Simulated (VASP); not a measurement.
# Te2Mo: single point with BLYP

System: Te2Mo, a slab with vacuum.

```
Te Mo
1.0
     6.44532    0.00000    0.00000
     0.00000    3.52620    0.00000
    -0.08687    0.00000   36.65194
Te Mo
4 2
Direct
  0.42925 0.75000 0.54070
  0.57075 0.25000 0.45930
  0.92085 0.25000 0.55653
  0.07915 0.75000 0.44347
  0.18135 0.25000 0.49747
  0.81865 0.75000 0.50253
```

```json
{
 "Program": "VASP 6.6.1",
 "Task": "single point",
 "Functional": "BLYP",
 "Potentials or basis": "VASP PAW PBE potentials, release 64 (Te, Mo_sv)",
 "Cutoff": "520 eV",
 "k mesh": "4 × 8 × 1",
 "Occupations": "fermi-dirac, width 0.05 eV",
 "Spin": "no spin polarisation",
 "Dipole correction": "no",
 "Further INCAR settings": "ALGO = Normal; EDIFF = 1e-06; NBANDS = 35"
}
```

```json
{
  "Largest force": "0.268 eV/Å",
  "Band gap on the k mesh": "zero (bands 26 and 27 overlap by 0.14 eV)"
}
```

Forces on the atoms (eV/Å):
```
Te  -0.025  0.000  0.217
Te   0.025  0.000 -0.217
Te  -0.018  0.000  0.268
Te   0.018  0.000 -0.268
Mo   0.028  0.000 -0.016
Mo  -0.028  0.000  0.016
```

Levels at points of the mesh, in eV from the Fermi level:
```tsv
k point	band 23	band 24	band 25	band 26	band 27	band 28	band 29	band 30
(0.00, 0.00, 0.00)	-0.87	-0.59	-0.29	0.15	0.63	0.96	1.62	2.07
(0.50, 0.00, 0.00)	-1.18	-0.76	-0.75	-0.64	0.15	0.97	1.41	1.70
(0.00, 0.50, 0.00)	-1.52	-1.52	-1.32	-1.32	1.10	1.10	1.39	1.39
(0.50, 0.50, 0.00)	-1.62	-1.62	-0.77	-0.77	1.01	1.01	1.81	1.81
```

Wall time 13 min on 1 thread of Intel(R) Xeon(R) 6975P-C (Granite Rapids), with other jobs on the host, peak memory 0.94 GiB.

Caveat: the PAW data sets were made with another functional, which shifts forces and pressure a little; spin-orbit coupling is left out, which moves the levels of the heavy elements.
